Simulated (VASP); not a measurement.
Set up this calculation in VASP 6.6.1, as the native input.

| Quantity | Value |
| --- | --- |
| Task | single point |
| Functional | PBE |
| Potentials or basis | VASP PAW PBE potentials, release 64 (Sn_d, O) |
| Cutoff | 520 eV |
| k mesh | 12 × 12 × 12 |
| Occupations | gaussian, width 0.05 eV |
| Spin | no spin polarisation |
| Dipole correction | no |
| Further INCAR settings | ALGO = Normal; EDIFF = 1e-07; NBANDS = 20 |

The structure of SnO2 lies in POSCAR:

```
SnO2
1.0
    1.6571852238      0.9567763351      5.0412117607
   -1.6571852238      0.9567763351      5.0412117607
    0.0000000000     -1.9135526701      5.0412117607
Sn O
1 2
Direct
    0.5000000000      0.5000000000      0.5000000000
    0.2348826742      0.2348826742      0.2348826742
    0.7651173258      0.7651173258      0.7651173258
```

These files were run (other wordings do the same):

INCAR

```
SYSTEM = SnO2
PREC = Accurate ; ENCUT = 520
EDIFF = 1E-7 ; ISMEAR = 0
SIGMA = 0.05 ; LREAL = .FALSE.
LASPH = .TRUE. ; NELM = 60
ALGO = Normal ; ISIF = 2
LWAVE = .FALSE. ; LCHARG = .TRUE.
GGA = PE ; LELF = .TRUE.
LVHAR = .TRUE. ; NBANDS = 20
```

KPOINTS

```
regular mesh
0
G
  12 12 12
  0 0 0
```

Potentials or basis: VASP PAW PBE potentials, release 64 (Sn_d, O).

The run is started by

```bash
$ cat potpaw_PBE.64/Sn_d/POTCAR potpaw_PBE.64/O/POTCAR > POTCAR
$ mpirun -np 1 vasp_std > vasp.out
```

Results of the run:

```yaml
Pressure: -8.1 GPa
Largest_force: 0.644 eV/Å
Band_gap_on_the_k_mesh: 1.57 eV (least direct gap 1.69 eV)
```

Caveat: the cell stands under tension; spin-orbit coupling is left out, which moves the levels of the heavy elements.

It took 7.8 min on 1 thread of Intel Xeon 8259CL (shared host), peak memory 0.35 GiB.
